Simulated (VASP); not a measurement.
# WS2 (Tungstenite) in VASP: notebook, part 2 of 2

VASP 6.6.1. Earlier steps stand in the parts before.

### 5 Single point, PBE+D3(BJ)

This run uses another cell than the first one, of 93.07 Å³/atom, 1.004 times its volume.

Input file INCAR:

```
SYSTEM = WS2
PREC     = Accurate       ! precision mode
ENCUT    = 520            ! plane-wave cutoff, eV
EDIFF    = 1E-6           ! SCF threshold, eV
ISMEAR   = 0              ! smearing method
SIGMA    = 0.02           ! smearing width, eV
LREAL    = .FALSE.        ! projectors in reciprocal space
LASPH    = .TRUE.         ! aspherical terms in the spheres
NELM     = 80             ! most SCF steps
ALGO     = Normal         ! electronic algorithm
ISIF     = 2              ! what is computed and relaxed
LWAVE    = .FALSE.        ! write WAVECAR
LCHARG   = .TRUE.         ! write CHGCAR
LDIPOL   = .TRUE.       
IDIPOL   = 3            
DIPOL    = 0.5 0.5 0.500
GGA      = PE             ! functional
IVDW     = 12             ! dispersion correction
LELF     = .TRUE.         ! ELF
LVHAR    = .TRUE.       
LVACPOTAV= .TRUE.       
NBANDS   = 20             ! bands
```

Input file KPOINTS:

```
Automatic mesh
0
G
  9 9 1
  0 0 0
```

Input file POSCAR:

```
WS2
1.0
    3.1593824567      0.0000000000      0.0000000000
   -1.5796912283      2.7361054677      0.0000000000
    0.0000000000      0.0000000000     32.2996392432
S W
2 1
Direct
    0.3333333333      0.6666666667      0.4512038809
    0.3333333333      0.6666666667      0.5487961191
    0.6666666667      0.3333333333      0.5000000000
```

Potentials or basis: VASP PAW PBE potentials, release 64 (S, W_sv).

Command:

```sh
$ cat potpaw_PBE.64/S/POTCAR potpaw_PBE.64/W_sv/POTCAR > POTCAR
$ mpirun -np 1 vasp_std > vasp.out
```

OUTCAR:

```text
SYSTEM = WS2
   PREC = Accurate
   ENCUT = 520
   EDIFF = 1E-6
   ISMEAR = 0
   LREAL = .FALSE.
   LASPH = .TRUE.
   NELM = 80
   ISIF = 2
   GGA = PE
   IVDW = 12
 IVDW          = 12

 ion  position               nearest neighbor table
   1  0.333  0.667  0.451-   3 2.41   3 2.41   3 2.41
   2  0.333  0.667  0.549-   3 2.41   3 2.41   3 2.41
   3  0.667  0.333  0.500-   1 2.41   2 2.41   1 2.41   2 2.41   1 2.41   2 2.41

  LATTYP: Found a hexagonal cell.
 ALAT       =     3.1593824567
 C/A-ratio  =    10.2234027332

  Lattice vectors:

 A1 = (   3.1593824567,   0.0000000000,   0.0000000000)
 A2 = (  -1.5796912283,   2.7361054677,   0.0000000000)
 A3 = (   0.0000000000,   0.0000000000,  32.2996392432)

Analysis of symmetry for initial positions (statically):
=====================================================================
 Subroutine PRICEL returns:
 Original cell was already a primitive cell.

 Routine SETGRP: Setting up the symmetry group for a
 hexagonal supercell.

 Subroutine GETGRP returns: Found 12 space group operations
 (whereof 12 operations were pure point group operations)
 out of a pool of 24 trial point group operations.

The static configuration has the point symmetry D_3h.

Analysis of symmetry for dynamics (positions and initial velocities):
=====================================================================
 Subroutine PRICEL returns:
 Original cell was already a primitive cell.

 Routine SETGRP: Setting up the symmetry group for a
 hexagonal supercell.

 Subroutine GETGRP returns: Found 12 space group operations
 (whereof 12 operations were pure point group operations)
 out of a pool of 24 trial point group operations.

The dynamic configuration has the point symmetry D_3h.

 Subroutine INISYM returns: Found 12 space group operations
 (whereof 12 operations are pure point group operations),
 and found     1 'primitive' translations

----------------------------------------------------------------------------------------
[... 107 lines left out ...]
   GGA     = PE    functional components
   LHFCALC =     F    Hartree Fock is set to
   AEXX    =    0.0000 exact exchange contribution
   IVDW    =    12    specifies the selected vdW correction
   LEPSILON=     F    determine dielectric tensor
   LRPA    =     F    only Hartree local field effects (RPA)
 non-spin polarized calculation
 Gauss-broadening in eV      SIGMA  =   0.02
  energy-cutoff  :      520.00
  volume of cell :      279.21
 maximum number of plane-waves:      7554
 NGX is ok and might be reduce to    24
   NGX = 11   NGY = 11   NGZ =121

 dipolmoment           0.000000      0.000000      0.000000 electrons x Angstroem

 number of electron      26.0000000 magnetization

 dipolmoment           0.000000      0.000000     -0.000000 electrons x Angstroem

 Free energy of the ion-electron system (eV)
  ---------------------------------------------------
  ext. energy  EPLUGINS =         0.00000000
  ---------------------------------------------------
  free energy    TOTEN  =       -23.66517095 eV

  energy without entropy =      -23.66517095  energy(sigma->0) =      -23.66517095

 E-fermi :  -3.1370     XC(G=0):  -2.4372

 val. band max:       -3.2706814390   @ k =   0.3333   0.3333   0.0000
 cond. band min:      -1.3470374401   @ k =   0.3333   0.3333   0.0000
 fundamental gap:      1.9236439989
 Fermi energy:        -3.1370004843

 k-point     1 :       0.0000    0.0000    0.0000
  band No.  band energies     occupation
      1     -77.2784      2.00000
      2     -41.5300      2.00000
      3     -41.3558      2.00000
      4     -41.3558      2.00000
      5     -18.0938      2.00000
      6     -16.4699      2.00000
[... 265 lines left out ...]
     19       3.8877      0.00000
     20       6.0656      0.00000

------------------------ aborting loop because EDIFF is reached ----------------------------------------

 vacuum level on the upper side and lower side of the slab       (xc-potential included)        -0.147        -0.147

 Edisp (eV)   -0.92978

 E8    (eV) :    -0.4184

  FORCE on cell =-STRESS in cart. coord.  units (eV):
  Direction    XX          YY          ZZ          XY          YZ          ZX
  --------------------------------------------------------------------------------------
  -------------------------------------------------------------------------------------
  Total      -0.00810    -0.00810    -0.01680    -0.00000     0.00000     0.00000
  in kB      -0.04649    -0.04649    -0.09643    -0.00000     0.00000     0.00000
  external pressure =       -0.06 kB  Pullay stress =        0.00 kB

 VOLUME and BASIS-vectors are now :
 -----------------------------------------------------------------------------
  energy-cutoff  :      520.00
  volume of cell :      279.21
      direct lattice vectors                 reciprocal lattice vectors
     3.159382457  0.000000000  0.000000000     0.316517552  0.182741494  0.000000000
    -1.579691228  2.736105468  0.000000000     0.000000000  0.365482987  0.000000000
     0.000000000  0.000000000 32.299639243     0.000000000  0.000000000  0.030960098

 POSITION                                       TOTAL-FORCE (eV/Angst)
 -----------------------------------------------------------------------------------
     -0.00000      1.82407     14.57372         0.000000     -0.000000     -0.003710
     -0.00000      1.82407     17.72592         0.000000     -0.000000      0.003710
      1.57969      0.91204     16.14982        -0.000000      0.000000      0.000000
 -----------------------------------------------------------------------------------
    total drift:                                0.000000     -0.000000      0.000000

  FREE ENERGIE OF THE ION-ELECTRON SYSTEM (eV)
  ---------------------------------------------------
  free  energy   TOTEN  =       -24.5949470775 eV

  energy  without entropy=      -24.5949470775  energy(sigma->0) =      -24.59494708

 vacuum level on the upper side and lower side of the slab         2.383         2.383
```

OSZICAR:

```text
N       E                     dE             d eps       ncg     rms          rms(c)
DAV:   1     0.184342762803E+03    0.18434E+03   -0.12571E+04   592   0.969E+02
DAV:   2    -0.631686834322E+01   -0.19066E+03   -0.18522E+03   688   0.217E+02
DAV:   3    -0.247428911706E+02   -0.18426E+02   -0.18363E+02   680   0.683E+01
[... 14 lines left out ...]
DAV:  18    -0.236651533918E+02   -0.28326E-04   -0.10090E-06   508   0.464E-03    0.915E-03
DAV:  19    -0.236651614337E+02   -0.80419E-05   -0.44422E-07   508   0.266E-03    0.772E-03
DAV:  20    -0.236651660411E+02   -0.46074E-05   -0.10274E-07   428   0.137E-03    0.204E-03
DAV:  21    -0.236651703191E+02   -0.42780E-05   -0.16198E-07   412   0.163E-03    0.284E-03
DAV:  22    -0.236651709499E+02   -0.63074E-06   -0.26335E-08   356   0.883E-04
   1 F= -.24594947E+02 E0= -.24594947E+02  d E =-.110216E-22
```

stdout:

```text
POSCAR found type information on POSCAR S W
 POSCAR found :  2 types and       3 ions
 scaLAPACK will be used
 LDA part: xc-table for (Slater+PW92), standard interpolation
 POSCAR, INCAR and KPOINTS ok, starting setup
 FFT: planning ... GRIDC
 FFT: planning ... GRID_SOFT
 FFT: planning ... GRID
 WAVECAR not read
 entering main loop
```

Wall time 44 s (1 thread of Intel Xeon 6975P-C (Granite Rapids), shared host); peak memory 0.39 GiB.

Results:

```
Free energy                            : -24.5949 eV
Largest force                          : 0.004 eV/Å
Band gap on the k mesh                 : 1.92 eV, direct
Dispersion energy per atom             : -0.310 eV
Ionisation potential of the upper face : 5.65 eV
```

Forces on the atoms (eV/Å):
```
S    0.000  0.000 -0.004
S    0.000  0.000  0.004
W    0.000  0.000  0.000
```

Levels at points of the mesh, in eV from the valence-band top:
```tsv
k point	band 10	band 11	band 12	band 13	band 14	band 15	band 16	band 17
(0.00, 0.00, 0.00)	-2.21	-1.57	-1.57	-0.14	2.94	2.94	3.07	3.07
```

Caveat: spin-orbit coupling is left out, which moves the levels of the heavy elements.

### 6 Overview

```tsv
level	potentials or basis	cell	k mesh	smearing	gap on the mesh (eV)	largest force (eV/Å)
PBE+D3(BJ)	VASP PAW PBE potentials, release 64 (S, W_sv)	a = 3.154, b = 3.154, c = 32.300 Å, angles 90.0, 90.0, 120.0°, 3 atoms	6 × 6 × 1	gaussian 0.1 eV	1.94	0.07
PBE+D3(BJ)	VASP PAW PBE potentials, release 64 (S, W_sv)	a = 3.159, b = 3.159, c = 32.300 Å, angles 90.0, 90.0, 120.0°, 3 atoms	12 × 12 × 1	gaussian 0.02 eV	1.92	-
LDA	VASP PAW LDA potentials, release 64 (S, W_sv)	a = 3.159, b = 3.159, c = 32.300 Å, angles 90.0, 90.0, 120.0°, 3 atoms	12 × 12 × 1	gaussian 0.02 eV	1.91	0.51
PBE+D3(BJ)	VASP PAW PBE potentials, release 64 (S, W_sv)	a = 3.159, b = 3.159, c = 32.300 Å, angles 90.0, 90.0, 120.0°, 3 atoms	9 × 9 × 1	gaussian 0.02 eV	1.92	-
```

Alike in all rows: task single point; no spin polarisation; cutoff (eV) 520.

Caveats: spin-orbit coupling is left out, which moves the levels of the heavy elements.

Total energies depend on the potentials used, so only differences within one code and one set of settings carry meaning.
